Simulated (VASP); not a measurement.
# As3Se2 (R-3c) in VASP: single point with PBE

Aim: the single point of As3Se2 with PBE.

Program: VASP 6.6.1. These are calculated values, not measurements. Logs are shortened: lines on timing, memory, paths and dates and some standing lists are left out, and cuts for length are marked.

## Step 1: The cell of the first run

Symmetry: R-3c, No. 167, trigonal system. Conventional cell: a = 7.274 Å, b = 7.274 Å, c = 15.670 Å, α = 90.00°, β = 90.00°, γ = 120.00°. As (site symmetry 2) has 4 Se at 2.62 to 2.91 Å and 2 As at 3.49 Å within 3.5 Å. Se (site symmetry 3) has 6 As at 2.62 to 2.91 Å within 3.5 Å.

## Step 2: Single point, PBE

INCAR

```
PREC = Accurate
ENCUT = 520
EDIFF = 1E-7
ISMEAR = 0
SIGMA = 0.1
LREAL = False
LASPH = True
NELM = 100
ALGO = Normal
ISIF = 2
LWAVE = False
LCHARG = False
GGA = PE
NBANDS = 38
```

KPOINTS

```
Automatic mesh
0
Gamma
  3 3 3
```

POSCAR

```
As3Se2
1.0
    3.6371248769      2.0998950267      5.2232966263
   -3.6371248769      2.0998950267      5.2232966263
    0.0000000000     -4.1997900535      5.2232966263
As Se
6 4
Direct
    0.0678405393      0.4321594607      0.7500000000
    0.7500000000      0.0678405393      0.4321594607
    0.4321594607      0.7500000000      0.0678405393
    0.9321594607      0.5678405393      0.2500000000
    0.2500000000      0.9321594607      0.5678405393
    0.5678405393      0.2500000000      0.9321594607
    0.8632883361      0.8632883361      0.8632883361
    0.6367116639      0.6367116639      0.6367116639
    0.1367116639      0.1367116639      0.1367116639
    0.3632883361      0.3632883361      0.3632883361
```

Potentials or basis: VASP PAW PBE potentials, release 64 (As, Se).

The run is started by

```sh
> cat potpaw_PBE.64/As/POTCAR potpaw_PBE.64/Se/POTCAR > POTCAR
> mpirun -np 1 vasp_std > vasp.out
```

OUTCAR:

```text
PREC = Accurate
   ENCUT = 520
   EDIFF = 1E-7
   ISMEAR = 0
   LREAL = False
   LASPH = True
   NELM = 100
   ISIF = 2
   GGA = PE

 ion  position               nearest neighbor table
   1  0.068  0.432  0.750-   9 2.62  10 2.62
   2  0.750  0.068  0.432-   9 2.62  10 2.62
   3  0.432  0.750  0.068-  10 2.62   9 2.62
   4  0.932  0.568  0.250-   7 2.62   8 2.62
   5  0.250  0.932  0.568-   7 2.62   8 2.62
   6  0.568  0.250  0.932-   8 2.62   7 2.62
   7  0.863  0.863  0.863-   5 2.62   4 2.62   6 2.62
   8  0.637  0.637  0.637-   6 2.62   4 2.62   5 2.62
   9  0.137  0.137  0.137-   2 2.62   1 2.62   3 2.62
  10  0.363  0.363  0.363-   3 2.62   1 2.62   2 2.62

  LATTYP: Found a trigonal (rhomboedric) cell.
 ALAT       =     6.7023178185
 COS(alpha) =     0.4110256458

  Lattice vectors:

 A1 = (   3.6371248769,   2.0998950267,   5.2232966263)
 A2 = (  -3.6371248769,   2.0998950267,   5.2232966263)
 A3 = (   0.0000000000,  -4.1997900535,   5.2232966263)

Analysis of symmetry for initial positions (statically):
=====================================================================
 Subroutine PRICEL returns:
 Original cell was already a primitive cell.

 Routine SETGRP: Setting up the symmetry group for a
 trigonal (rhombohedral) supercell.

 Subroutine GETGRP returns: Found 12 space group operations
 (whereof  6 operations were pure point group operations)
 out of a pool of 12 trial point group operations.

The static configuration has the point symmetry S_6 .
 The point group associated with its full space group is D_3d.

Analysis of symmetry for dynamics (positions and initial velocities):
=====================================================================
 Subroutine PRICEL returns:
 Original cell was already a primitive cell.

 Routine SETGRP: Setting up the symmetry group for a
 trigonal (rhombohedral) supercell.

 Subroutine GETGRP returns: Found 12 space group operations
 (whereof  6 operations were pure point group operations)
 out of a pool of 12 trial point group operations.

The dynamic configuration has the point symmetry S_6 .
 The point group associated with its full space group is D_3d.

 Subroutine INISYM returns: Found 12 space group operations
 (whereof  6 operations are pure point group operations),
 and found     1 'primitive' translations

----------------------------------------------------------------------------------------

                                     Primitive cell

  volume of cell :     239.3601

  direct lattice vectors                    reciprocal lattice vectors
     3.637124877  2.099895027  5.223296626     0.137471222  0.079369047  0.063816658
    -3.637124877  2.099895027  5.223296626    -0.137471222  0.079369047  0.063816658
     0.000000000 -4.199790054  5.223296626     0.000000000 -0.158738094  0.063816658

  length of vectors
     6.702317818  6.702317818  6.702317818     0.171085792  0.171085792  0.171085792

  position of ions in fractional coordinates (direct lattice)
     0.067840539  0.432159461  0.750000000
     0.750000000  0.067840539  0.432159461
     0.432159461  0.750000000  0.067840539
     0.932159461  0.567840539  0.250000000
     0.250000000  0.932159461  0.567840539
     0.567840539  0.250000000  0.932159461
     0.863288336  0.863288336  0.863288336
     0.636711664  0.636711664  0.636711664
     0.136711664  0.136711664  0.136711664
     0.363288336  0.363288336  0.363288336

  ion indices of the primitive-cell ions
   primitive index   ion index
                 1           1
                 2           2
                 3           3
                 4           4
                 5           5
                 6           6
                 7           7
                 8           8
                 9           9
                10          10

----------------------------------------------------------------------------------------

 KPOINTS: Automatic mesh

Automatic generation of k-mesh.
 Grid dimensions read from file:
 generate k-points for:    3    3    3

 Generating k-lattice:

  Cartesian coordinates                     Fractional coordinates (reciprocal lattice)
     0.045823741  0.026456349  0.021272219     0.333333333  0.000000000  0.000000000
    -0.045823741  0.026456349  0.021272219     0.000000000  0.333333333  0.000000000
     0.000000000 -0.052912698  0.021272219    -0.000000000 -0.000000000  0.333333333

  Length of vectors
     0.057028597  0.057028597  0.057028597

  Shift w.r.t. Gamma in fractional coordinates (k-lattice)
     0.000000000  0.000000000  0.000000000

 Subroutine IBZKPT returns following result:
 ===========================================

 Found      6 irreducible k-points:

 Following reciprocal coordinates:
            Coordinates               Weight
  0.000000  0.000000  0.000000      1.000000
  0.333333  0.000000 -0.000000      6.000000
  0.333333  0.333333 -0.000000      6.000000
 -0.333333  0.333333  0.000000      6.000000
  0.333333  0.333333  0.333333      2.000000
 -0.333333  0.333333  0.333333      6.000000
   k-points           NKPTS =      6   k-points in BZ     NKDIM =      6   number of bands    NBANDS=     38
   number of dos      NEDOS =    301   number of ions     NIONS =     10
   total plane-waves  NPLWV = 125000
   dimension x,y,z NGX =    50 NGY =   50 NGZ =   50
   dimension x,y,z NGXF=   100 NGYF=  100 NGZF=  100
   ions per type =               6   4
   NGX,Y,Z   is equivalent  to a cutoff of  12.40, 12.40, 12.40 a.u.
   NGXF,Y,Z  is equivalent  to a cutoff of  24.80, 24.80, 24.80 a.u.
 SYSTEM =  unknown system
   PREC   = accura    normal or accurate (medium, high low for compatibility)
   ISTART =      0    job   : 0-new  1-cont  2-samecut
   ICHARG =      2    charge: 1-file 2-atom 10-const
   ISPIN  =      1    spin polarized calculation?
   LNONCOLLINEAR =      F non collinear calculations
   LSORBIT =      F    spin-orbit coupling
   LASPH  =      T    aspherical Exc in radial PAW
   ENCUT  =  520.0 eV  38.22 Ry    6.18 a.u.  12.46 12.46 12.46*2*pi/ulx,y,z
   NELM   =    100;   NELMIN=  2; NELMDL= -5     # of ELM steps
   EDIFF  = 0.1E-06   stopping-criterion for ELM
   LREAL  =      F    real-space projection
   EDIFFG = 0.1E-05   stopping-criterion for IOM
   NSW    =      0    number of steps for IOM
   IBRION =     -1    ionic relax: 0-MD 1-quasi-New 2-CG
   NFREE  =      0    steps in history (QN), initial steepest desc. (CG)
   ISIF   =      2    stress and relaxation
   ISYM   =      2    0-nonsym 1-usesym 2-fastsym
   POTIM  = 0.5000    time-step for ionic-motion
   TEBEG  =    0.0;   TEEND  =   0.0 temperature during run
   PSTRESS=    0.0 pullay stress
   NELECT =      54.0000    total number of electrons
   NUPDOWN=      -1.0000    fix difference up-down
   EMIN   =  10.00;   EMAX   =-10.00  energy-range for DOS
   EFERMI =   0.00;   METHOD = LEGACY
   ISMEAR =     0;   SIGMA  =   0.10  broadening in eV -4-tet -1-fermi 0-gaus
   EFERMI_NEDOS =   21; number of points for ismear=-14 and -15
   IALGO  =     38    algorithm
   IMIX   =      4    mixing-type and parameters
     AMIX     =   0.40;   BMIX     =  1.00
     AMIX_MAG =   1.60;   BMIX_MAG =  1.00
  volume/ion in A,a.u.               =      23.94       161.53
  Fermi-wavevector in a.u.,A,eV,Ry     =   0.996603  1.883307 13.513544  0.993217
  Thomas-Fermi vector in A             =   2.128703
   LORBIT       =      0    0 simple, 1 ext, 2 COOP (PROOUT), +10 PAW based schemes
   GGA     = PE    functional components
   LHFCALC =     F    Hartree Fock is set to
   AEXX    =    0.0000 exact exchange contribution
   IVDW    =     0    specifies the selected vdW correction
   LEPSILON=     F    determine dielectric tensor
   LRPA    =     F    only Hartree local field effects (RPA)
 non-spin polarized calculation
 Gauss-broadening in eV      SIGMA  =   0.10
  energy-cutoff  :      520.00
  volume of cell :      239.36
 maximum number of plane-waves:      6471
 NGX is ok and might be reduce to    50
   NGX = 25   NGY = 25   NGZ = 25

 number of electron      53.9999998 magnetization

 Free energy of the ion-electron system (eV)
  ---------------------------------------------------
  ext. energy  EPLUGINS =         0.00000000
  ---------------------------------------------------
  free energy    TOTEN  =       -37.29925570 eV

  energy without entropy =      -37.27257824  energy(sigma->0) =      -37.28591697

 E-fermi :   4.2868     XC(G=0):  -9.5755

 val. band max:        4.2787932986   @ k =   0.3333   0.3333  -0.0000
 cond. band min:       4.3006713118   @ k =  -0.3333   0.3333   0.3333
 fundamental gap:      0.0218780132
 Fermi energy:         4.2868138247

 k-point     1 :       0.0000    0.0000    0.0000
  band No.  band energies     occupation
      1     -11.1161      2.00000
      2      -9.7531      2.00000
      3      -9.5642      2.00000
      4      -9.2910      2.00000
      5      -6.7989      2.00000
      6      -6.7989      2.00000
[... 30 lines left out ...]
     37       6.9015      0.00000
     38       7.2524      0.00000

 k-point     2 :       0.3333    0.0000   -0.0000
  band No.  band energies     occupation
      1     -10.7995      2.00000
      2     -10.0703      2.00000
      3      -9.6850      2.00000
      4      -9.5178      2.00000
      5      -6.5920      2.00000
      6      -6.5809      2.00000
[... 30 lines left out ...]
     37       7.0493      0.00000
     38       7.0990      0.00000

 k-point     3 :       0.3333    0.3333   -0.0000
  band No.  band energies     occupation
      1     -10.6987      2.00000
      2      -9.9037      2.00000
      3      -9.8141      2.00000
      4      -9.7033      2.00000
      5      -7.1135      2.00000
      6      -6.5803      2.00000
[... 30 lines left out ...]
     37       7.3566      0.00000
     38       7.6386      0.00000

 k-point     4 :      -0.3333    0.3333    0.0000
  band No.  band energies     occupation
      1     -10.3473      2.00000
      2     -10.2397      2.00000
      3      -9.9243      2.00000
      4      -9.7761      2.00000
      5      -6.6302      2.00000
      6      -6.4551      2.00000
[... 30 lines left out ...]
     37       6.9316      0.00000
     38       7.4301      0.00000

 k-point     5 :       0.3333    0.3333    0.3333
  band No.  band energies     occupation
      1     -10.7801      2.00000
      2     -10.0124      2.00000
      3      -9.6931      2.00000
      4      -9.4698      2.00000
      5      -6.7521      2.00000
      6      -6.7521      2.00000
[... 30 lines left out ...]
     37       7.0668      0.00000
     38       7.5281      0.00000

 k-point     6 :      -0.3333    0.3333    0.3333
  band No.  band energies     occupation
      1     -10.3431      2.00000
      2     -10.1990      2.00000
      3      -9.9552      2.00000
      4      -9.7284      2.00000
      5      -7.0337      2.00000
      6      -6.4482      2.00000
[... 30 lines left out ...]
     37       6.8973      0.00000
     38       7.0247      0.00000

------------------------ aborting loop because EDIFF is reached ----------------------------------------

  FORCE on cell =-STRESS in cart. coord.  units (eV):
  Direction    XX          YY          ZZ          XY          YZ          ZX
  --------------------------------------------------------------------------------------
  -------------------------------------------------------------------------------------
  Total        0.4968788      0.4968788      0.0534370      0.0000000     -0.0000000     -0.0000000
  in kB        3.3259010      3.3259010      0.3576854      0.0000000     -0.0000000     -0.0000000
  external PRESSURE =       2.3364958 kB  Pullay stress =       0.0000000 kB

 VOLUME and BASIS-vectors are now :
 -----------------------------------------------------------------------------
  energy-cutoff  :      520.00
  volume of cell :      239.36
      direct lattice vectors                 reciprocal lattice vectors
     3.637124877  2.099895027  5.223296626     0.137471222  0.079369047  0.063816658
    -3.637124877  2.099895027  5.223296626    -0.137471222  0.079369047  0.063816658
     0.000000000 -4.199790054  5.223296626     0.000000000 -0.158738094  0.063816658

 POSITION                                       TOTAL-FORCE (eV/Angst)
 -----------------------------------------------------------------------------------
     -1.32507     -2.09990      6.52912         0.006705      0.000000     -0.000000
      2.48110     -0.09760      6.52912        -0.003353      0.005807     -0.000000
     -1.15603      2.19749      6.52912        -0.003353     -0.005807     -0.000000
      1.32507      2.09990      9.14077        -0.006705     -0.000000     -0.000000
     -2.48110      0.09760      9.14077         0.003353     -0.005807     -0.000000
      1.15603     -2.19749      9.14077         0.003353      0.005807     -0.000000
      0.00000     -0.00000     13.52763        -0.000000      0.000000     -0.003481
      0.00000     -0.00000      9.97720        -0.000000     -0.000000      0.003481
      0.00000     -0.00000      2.14226        -0.000000     -0.000000      0.003481
      0.00000     -0.00000      5.69269        -0.000000      0.000000     -0.003481
 -----------------------------------------------------------------------------------
    total drift:                                0.000000     -0.000000      0.000000

  FREE ENERGIE OF THE ION-ELECTRON SYSTEM (eV)
  ---------------------------------------------------
  free  energy   TOTEN  =       -37.2992557047 eV

  energy  without entropy=      -37.2725782398  energy(sigma->0) =      -37.28591697
```

It took 34 s on 1 thread of Intel Xeon 6975P-C (Granite Rapids), shared host; peak memory 0.35 GiB.

What came out:

```yaml
Free_energy: -37.2993 eV
Pressure: 0.2 GPa
Largest_force: 0.007 eV/Å
Band_gap_on_the_k_mesh: zero (band 27 reaches 4.80 eV, above the bottom of band 28 at 4.28 eV)
```

Forces in eV/Å, atoms in the order of the input:
```
As   0.007  0.000  0.000
As  -0.003  0.006  0.000
As  -0.003 -0.006  0.000
As  -0.007  0.000  0.000
As   0.003 -0.006  0.000
As   0.003  0.006  0.000
Se   0.000  0.000 -0.003
Se   0.000  0.000  0.003
Se   0.000  0.000  0.003
Se   0.000  0.000 -0.003
```

Stress tensor (GPa, compression positive):
```
0.33 0.00 0.00
0.00 0.33 0.00
0.00 0.00 0.04
```

Levels at points of the mesh, in eV from the Fermi level:
| k point | band 25 | band 26 | band 27 | band 28 | band 29 | band 30 |
| --- | --- | --- | --- | --- | --- | --- |
| (0.00, 0.00, 0.00) | -0.37 | -0.34 | -0.34 | 0.84 | 1.00 | 1.00 |
